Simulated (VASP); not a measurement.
# ScAl (Pm-3m) in VASP: notebook

ScAl is run at these levels: r2SCAN; tasks: single point.

Program: VASP 6.6.1. These are calculated values, not measurements. Logs are shortened: lines on timing, memory, paths and dates and some standing lists are left out, and cuts for length are marked.

## Step 1: The cell of the first run

Symmetry: Pm-3m, No. 221, cubic system. Conventional cell: a = 3.370 Å, b = 3.370 Å, c = 3.370 Å, α = 90.00°, β = 90.00°, γ = 90.00°. Sc (site symmetry m-3m) has 8 Al at 2.92 Å and 6 Sc at 3.37 Å within 3.8 Å. Al (site symmetry m-3m) has 8 Sc at 2.92 Å and 6 Al at 3.37 Å within 3.8 Å.

## Step 2: Single point, r2SCAN

The input, POSCAR:

```
ScAl
1.0
    3.3703490000      0.0000000000      0.0000000000
    0.0000000000      3.3703490000      0.0000000000
    0.0000000000      0.0000000000      3.3703490000
Sc Al
1 1
Direct
    0.5000000000      0.5000000000      0.5000000000
    0.0000000000      0.0000000000      0.0000000000
```

The input, INCAR.step1:

```
PREC = Accurate
ENCUT = 520
ISMEAR = 1
SIGMA = 0.5
LREAL = F
LASPH = T
NELM = 80
NBANDS = 14
GGA = PE
ALGO = Normal
EDIFF = 1E-4
LWAVE = T
LCHARG = F
```

The input, INCAR.step2:

```
PREC = Accurate
ENCUT = 520
EDIFF = 1E-6
ISMEAR = 1
SIGMA = 0.5
LREAL = F
LASPH = T
NELM = 80
ALGO = Normal
ISIF = 2
LWAVE = F
LCHARG = T
METAGGA = R2SCAN
LMIXTAU = T
LELF = T
LVHAR = T
NBANDS = 14
ISTART = 1
```

The input, KPOINTS:

```
Automatic mesh
0
Gamma
  10 10 10
```

Potentials or basis: VASP PAW PBE potentials, release 64 (Sc_sv, Al).

Started as:

```bash
cat potpaw_PBE.64/Sc_sv/POTCAR potpaw_PBE.64/Al/POTCAR > POTCAR
cp INCAR.step1 INCAR
mpirun -np 1 vasp_std > vasp.out
cp INCAR.step2 INCAR
mpirun -np 1 vasp_std > vasp.out
```

OUTCAR:

```text
PREC = Accurate
   ENCUT = 520
   EDIFF = 1E-6
   ISMEAR = 1
   LREAL = F
   LASPH = T
   NELM = 80
   ISIF = 2
   METAGGA = R2SCAN
   ISTART = 1

 ion  position               nearest neighbor table
   1  0.500  0.500  0.500-   2 2.92   2 2.92   2 2.92   2 2.92   2 2.92   2 2.92   2 2.92   2 2.92

   2  0.000  0.000  0.000-   1 2.92   1 2.92   1 2.92   1 2.92   1 2.92   1 2.92   1 2.92   1 2.92

  LATTYP: Found a simple cubic cell.
 ALAT       =     3.3703490000

  Lattice vectors:

 A1 = (   3.3703490000,   0.0000000000,   0.0000000000)
 A2 = (   0.0000000000,   3.3703490000,   0.0000000000)
 A3 = (   0.0000000000,   0.0000000000,   3.3703490000)

Analysis of symmetry for initial positions (statically):
=====================================================================
 Subroutine PRICEL returns:
 Original cell was already a primitive cell.

 Routine SETGRP: Setting up the symmetry group for a
 simple cubic supercell.

 Subroutine GETGRP returns: Found 48 space group operations
 (whereof 48 operations were pure point group operations)
 out of a pool of 48 trial point group operations.

The static configuration has the point symmetry O_h .

Analysis of symmetry for dynamics (positions and initial velocities):
=====================================================================
 Subroutine PRICEL returns:
 Original cell was already a primitive cell.

 Routine SETGRP: Setting up the symmetry group for a
 simple cubic supercell.

 Subroutine GETGRP returns: Found 48 space group operations
 (whereof 48 operations were pure point group operations)
 out of a pool of 48 trial point group operations.

The dynamic configuration has the point symmetry O_h .

 Subroutine INISYM returns: Found 48 space group operations
 (whereof 48 operations are pure point group operations),
 and found     1 'primitive' translations

----------------------------------------------------------------------------------------

                                     Primitive cell

  volume of cell :      38.2846

  direct lattice vectors                    reciprocal lattice vectors
     3.370349000  0.000000000  0.000000000     0.296705178  0.000000000  0.000000000
     0.000000000  3.370349000  0.000000000     0.000000000  0.296705178  0.000000000
     0.000000000  0.000000000  3.370349000     0.000000000  0.000000000  0.296705178

  length of vectors
     3.370349000  3.370349000  3.370349000     0.296705178  0.296705178  0.296705178

  position of ions in fractional coordinates (direct lattice)
     0.500000000  0.500000000  0.500000000
     0.000000000  0.000000000  0.000000000

  ion indices of the primitive-cell ions
   primitive index   ion index
                 1           1
                 2           2

----------------------------------------------------------------------------------------

 KPOINTS: Automatic mesh

Automatic generation of k-mesh.
 Grid dimensions read from file:
 generate k-points for:   10   10   10

 Generating k-lattice:

  Cartesian coordinates                     Fractional coordinates (reciprocal lattice)
     0.029670518  0.000000000  0.000000000     0.100000000  0.000000000  0.000000000
     0.000000000  0.029670518  0.000000000     0.000000000  0.100000000  0.000000000
     0.000000000  0.000000000  0.029670518     0.000000000  0.000000000  0.100000000

  Length of vectors
     0.029670518  0.029670518  0.029670518

  Shift w.r.t. Gamma in fractional coordinates (k-lattice)
     0.000000000  0.000000000  0.000000000

 Subroutine IBZKPT returns following result:
 ===========================================

 Found     56 irreducible k-points:

 Following reciprocal coordinates:
            Coordinates               Weight
  0.000000  0.000000  0.000000      1.000000
  0.100000  0.000000  0.000000      6.000000
  0.200000  0.000000  0.000000      6.000000
  0.300000  0.000000  0.000000      6.000000
  0.400000  0.000000  0.000000      6.000000
  0.500000  0.000000  0.000000      3.000000
[... 16 lines left out ...]
  0.200000  0.100000  0.100000     24.000000
  0.300000  0.100000  0.100000     24.000000
 [... further k-points ...]
   k-points           NKPTS =     56   k-points in BZ     NKDIM =     56   number of bands    NBANDS=     14
   number of dos      NEDOS =    301   number of ions     NIONS =      2
   total plane-waves  NPLWV =  21952
   dimension x,y,z NGX =    28 NGY =   28 NGZ =   28
   dimension x,y,z NGXF=    56 NGYF=   56 NGZF=   56
   ions per type =               1   1
   NGX,Y,Z   is equivalent  to a cutoff of  13.81, 13.81, 13.81 a.u.
   NGXF,Y,Z  is equivalent  to a cutoff of  27.62, 27.62, 27.62 a.u.
 SYSTEM =  unknown system
   PREC   = accura    normal or accurate (medium, high low for compatibility)
   ISTART =      1    job   : 0-new  1-cont  2-samecut
   ICHARG =      0    charge: 1-file 2-atom 10-const
   ISPIN  =      1    spin polarized calculation?
   LNONCOLLINEAR =      F non collinear calculations
   LSORBIT =      F    spin-orbit coupling
   LASPH  =      T    aspherical Exc in radial PAW
   ENCUT  =  520.0 eV  38.22 Ry    6.18 a.u.   6.27  6.27  6.27*2*pi/ulx,y,z
   NELM   =     80;   NELMIN=  2; NELMDL=  0     # of ELM steps
   EDIFF  = 0.1E-05   stopping-criterion for ELM
   LREAL  =      F    real-space projection
   EDIFFG = 0.1E-04   stopping-criterion for IOM
   NSW    =      0    number of steps for IOM
   IBRION =     -1    ionic relax: 0-MD 1-quasi-New 2-CG
   NFREE  =      0    steps in history (QN), initial steepest desc. (CG)
   ISIF   =      2    stress and relaxation
   ISYM   =      2    0-nonsym 1-usesym 2-fastsym
   POTIM  = 0.5000    time-step for ionic-motion
   TEBEG  =    0.0;   TEEND  =   0.0 temperature during run
   PSTRESS=    0.0 pullay stress
   NELECT =      14.0000    total number of electrons
   NUPDOWN=      -1.0000    fix difference up-down
   EMIN   =  10.00;   EMAX   =-10.00  energy-range for DOS
   EFERMI =   0.00;   METHOD = LEGACY
   ISMEAR =     1;   SIGMA  =   0.50  broadening in eV -4-tet -1-fermi 0-gaus
   EFERMI_NEDOS =   21; number of points for ismear=-14 and -15
   IALGO  =     38    algorithm
   IMIX   =      4    mixing-type and parameters
     AMIX     =   0.40;   BMIX     =  1.00
     AMIX_MAG =   1.60;   BMIX_MAG =  1.00
  volume/ion in A,a.u.               =      19.14       129.18
  Fermi-wavevector in a.u.,A,eV,Ry     =   1.170692  2.212287 18.647052  1.370520
  Thomas-Fermi vector in A             =   2.307147
   LORBIT       =      0    0 simple, 1 ext, 2 COOP (PROOUT), +10 PAW based schemes
   METAGGA = R2SCAN    functional components
   LHFCALC =     F    Hartree Fock is set to
   AEXX    =    0.0000 exact exchange contribution
   IVDW    =     0    specifies the selected vdW correction
   LEPSILON=     F    determine dielectric tensor
   LRPA    =     F    only Hartree local field effects (RPA)
 non-spin polarized calculation
 Methfessel and Paxton  Order N= 1 SIGMA  =   0.50
  energy-cutoff  :      520.00
  volume of cell :       38.28
 maximum number of plane-waves:      1064
 NGX is ok and might be reduce to    28
   NGX = 13   NGY = 13   NGZ = 13

 number of electron      14.0000002 magnetization

 Free energy of the ion-electron system (eV)
  ---------------------------------------------------
  ext. energy  EPLUGINS =         0.00000000
  ---------------------------------------------------
  free energy    TOTEN  =       -19.05128566 eV

  energy without entropy =      -19.08124301  energy(sigma->0) =      -19.06127144

 E-fermi :   6.1733     XC(G=0): -11.0293

 val. band max:        6.1587367698   @ k =   0.4000   0.1000   0.1000
 cond. band min:       6.2352164620   @ k =   0.4000   0.4000   0.1000
 fundamental gap:      0.0764796921
 Fermi energy:         6.1732577404

 k-point     1 :       0.0000    0.0000    0.0000
  band No.  band energies     occupation
      1     -45.4649      2.00000
      2     -23.0759      2.00000
      3     -23.0759      2.00000
      4     -23.0759      2.00000
      5      -2.8963      2.00000
      6       5.4343      2.05726
      7       5.4343      2.05726
      8       9.0944     -0.00000
      9       9.0944     -0.00000
     10       9.0944     -0.00000
     11      10.0175     -0.00000
     12      10.0175     -0.00000
     13      10.0175     -0.00000
     14      15.0196     -0.00000

 k-point     2 :       0.1000    0.0000    0.0000
  band No.  band energies     occupation
      1     -45.4634      2.00000
      2     -23.0941      2.00000
      3     -23.0743      2.00000
      4     -23.0743      2.00000
      5      -2.7455      2.00000
      6       5.2543      2.02603
      7       5.5137      2.06851
      8       8.6167     -0.00000
      9       8.6167     -0.00000
     10       9.1165     -0.00000
     11       9.6553     -0.00000
     12      10.5960     -0.00000
     13      10.5960     -0.00000
     14      14.7616     -0.00000

 k-point     3 :       0.2000    0.0000    0.0000
  band No.  band energies     occupation
      1     -45.4595      2.00000
      2     -23.1416      2.00000
      3     -23.0700      2.00000
      4     -23.0700      2.00000
      5      -2.3020      2.00000
      6       4.5760      2.00006
      7       5.7364      2.01312
      8       7.9762     -0.00000
      9       7.9762     -0.00000
     10       9.1752     -0.00000
     11       9.3074     -0.00000
     12      11.5522     -0.00000
     13      11.5522     -0.00000
     14      14.0892     -0.00000
[... 324 lines left out ...]
 k-point    23 :       0.2000    0.1000    0.1000
  band No.  band energies     occupation
      1     -45.4566      2.00000
      2     -23.1377      2.00000
      3     -23.0871      2.00000
      4     -23.0851      2.00000
      5      -2.0194      2.00000
      6       4.7358      2.00037
      7       5.5243      2.06942
      8       7.3973     -0.00291
      9       7.8530     -0.00002
     10       8.6270     -0.00000
     11       9.9765     -0.00000
     12      11.3498     -0.00000
     13      11.3762     -0.00000
     14      14.9551     -0.00000

 k-point    24 :       0.3000    0.1000    0.1000
  band No.  band energies     occupation
      1     -45.4519      2.00000
      2     -23.1951      2.00000
      3     -23.0814      2.00000
      4     -23.0796      2.00000
      5      -1.3328      2.00000
      6       3.6111      2.00000
      7       5.8234      1.91957
      8       7.2537     -0.00919
      9       7.2938     -0.00680
     10       8.7691     -0.00000
     11       9.8177     -0.00000
     12      12.0771     -0.00000
     13      12.1592     -0.00000
     14      14.3932     -0.00000

 [... further k-points ...]
[... 5 lines left out ...]
  --------------------------------------------------------------------------------------
  -------------------------------------------------------------------------------------
  Total        0.0050076      0.0050076      0.0050076     -0.0000000      0.0000000      0.0000000
  in kB        0.2095642      0.2095642      0.2095642     -0.0000000      0.0000000      0.0000000
  external PRESSURE =       0.2095642 kB  Pullay stress =       0.0000000 kB

 VOLUME and BASIS-vectors are now :
 -----------------------------------------------------------------------------
  energy-cutoff  :      520.00
  volume of cell :       38.28
      direct lattice vectors                 reciprocal lattice vectors
     3.370349000  0.000000000  0.000000000     0.296705178  0.000000000  0.000000000
     0.000000000  3.370349000  0.000000000     0.000000000  0.296705178  0.000000000
     0.000000000  0.000000000  3.370349000     0.000000000  0.000000000  0.296705178

 POSITION                                       TOTAL-FORCE (eV/Angst)
 -----------------------------------------------------------------------------------
      1.68517      1.68517      1.68517         0.000000      0.000000      0.000000
      0.00000      0.00000      0.00000         0.000000      0.000000      0.000000
 -----------------------------------------------------------------------------------
    total drift:                                0.000000      0.000000      0.000000

  FREE ENERGIE OF THE ION-ELECTRON SYSTEM (eV)
  ---------------------------------------------------
  free  energy   TOTEN  =       -19.0512856615 eV

  energy  without entropy=      -19.0812430090  energy(sigma->0) =      -19.06127144
```

Wall time 51 s (1 thread of Intel Xeon Platinum 8559C (Emerald Rapids), shared host); peak memory 0.18 GiB.

Results:

| Item | Value |
| --- | --- |
| Free energy | -19.0513 eV |
| Pressure | 0.0 GPa |
| Band gap on the k mesh | zero (band 7 reaches 6.52 eV, above the bottom of band 8 at 5.27 eV) |

Caveat: the PAW data sets were made with another functional, which shifts forces and pressure a little.

## Step 3: Single point, r2SCAN

POSCAR is that of step 2.

The input, INCAR.step1:

```
SYSTEM = ScAl
  PREC = Accurate
  ENCUT = 520
  ISMEAR = 1
  SIGMA = 0.3
  LREAL = .False.
  LASPH = .True.
  NELM = 80
  NBANDS = 14
  GGA = PE
  ALGO = Normal
  EDIFF = 1E-4
  LWAVE = .True.
  LCHARG = .False.
```

The input, INCAR.step2:

```
SYSTEM = ScAl
  PREC = Accurate
  ENCUT = 520
  EDIFF = 1E-6
  ISMEAR = 1
  SIGMA = 0.3
  LREAL = .False.
  LASPH = .True.
  NELM = 80
  ALGO = Normal
  ISIF = 2
  LWAVE = .False.
  LCHARG = .False.
  METAGGA = R2SCAN
  LMIXTAU = .True.
  NBANDS = 14
  ISTART = 1
```

The input, KPOINTS:

```
regular mesh
0
Gamma
  10 10 10
  0 0 0
```

Potentials or basis: VASP PAW PBE potentials, release 64 (Sc_sv, Al).

Started as:

```bash
cat potpaw_PBE.64/Sc_sv/POTCAR potpaw_PBE.64/Al/POTCAR > POTCAR
cp INCAR.step1 INCAR
mpirun -np 1 vasp_std > vasp.out
cp INCAR.step2 INCAR
mpirun -np 1 vasp_std > vasp.out
```

Run time: 54 s. Hardware: 1 thread of Intel Xeon Platinum 8559C (Emerald Rapids), shared host; peak memory 0.18 GiB.

The run converged. Its results:

```yaml
Free_energy: -19.0597 eV
Pressure: 0.1 GPa
Band_gap_on_the_k_mesh: zero (band 7 reaches 6.52 eV, above the bottom of band 8 at 5.27 eV)
```

Levels at points of the mesh, in eV from the Fermi level:
| k point | band 4 | band 5 | band 6 | band 7 | band 8 | band 9 | band 10 | band 11 |
| --- | --- | --- | --- | --- | --- | --- | --- | --- |
| (0.00, 0.00, 0.00) | -29.25 | -9.07 | -0.74 | -0.74 | 2.92 | 2.92 | 2.92 | 3.84 |
| (0.50, 0.00, 0.00) | -29.23 | -6.12 | -4.95 | 0.30 | 0.86 | 0.86 | 3.16 | 4.02 |
| (0.50, 0.50, 0.00) | -29.21 | -4.99 | -2.19 | -2.19 | -0.90 | 1.67 | 1.67 | 3.89 |
| (0.50, 0.50, 0.50) | -29.38 | -2.78 | -2.78 | -2.78 | -0.34 | 2.88 | 2.88 | 2.88 |

Caveat: the PAW data sets were made with another functional, which shifts forces and pressure a little.

## Step 4: Single point, r2SCAN

POSCAR is that of step 3.

The input, INCAR.step1:

```
PREC = Accurate
ENCUT = 520
ISMEAR = 1
SIGMA = 0.2
LREAL = F
LASPH = T
NELM = 100
NBANDS = 14
GGA = PE
ALGO = Normal
EDIFF = 1E-4
LWAVE = T
LCHARG = F
```

The input, INCAR.step2:

```
PREC = Accurate
ENCUT = 520
EDIFF = 1E-6
ISMEAR = 1
SIGMA = 0.2
LREAL = F
LASPH = T
NELM = 100
ALGO = Normal
ISIF = 2
LWAVE = F
LCHARG = T
METAGGA = R2SCAN
LMIXTAU = T
LELF = T
LVHAR = T
NBANDS = 14
ISTART = 1
```

The input, KPOINTS:

```
Automatic mesh
0
Gamma
  10 10 10
```

Started as:

```bash
cat potpaw_PBE.64/Sc_sv/POTCAR potpaw_PBE.64/Al/POTCAR > POTCAR
cp INCAR.step1 INCAR
mpirun -np 1 vasp_std > vasp.out
cp INCAR.step2 INCAR
mpirun -np 1 vasp_std > vasp.out
```

Run time: 58 s. Hardware: 1 thread of Intel Xeon Platinum 8559C (Emerald Rapids), shared host; peak memory 0.18 GiB.

Results (log left out):

```yaml
Free_energy: -19.0611 eV
Pressure: 0.2 GPa
Band_gap_on_the_k_mesh: zero (band 7 reaches 6.52 eV, above the bottom of band 8 at 5.27 eV)
```

Levels at points of the mesh, in eV from the Fermi level:
| k point | band 5 | band 6 | band 7 | band 8 | band 9 | band 10 |
| --- | --- | --- | --- | --- | --- | --- |
| (0.00, 0.00, 0.00) | -9.08 | -0.74 | -0.74 | 2.92 | 2.92 | 2.92 |
| (0.50, 0.00, 0.00) | -6.13 | -4.96 | 0.30 | 0.86 | 0.86 | 3.16 |
| (0.50, 0.50, 0.00) | -5.00 | -2.19 | -2.19 | -0.91 | 1.66 | 1.66 |
| (0.50, 0.50, 0.50) | -2.79 | -2.79 | -2.79 | -0.34 | 2.87 | 2.87 |

Caveat: the PAW data sets were made with another functional, which shifts forces and pressure a little.

(Part 1 of 2 ends here.)
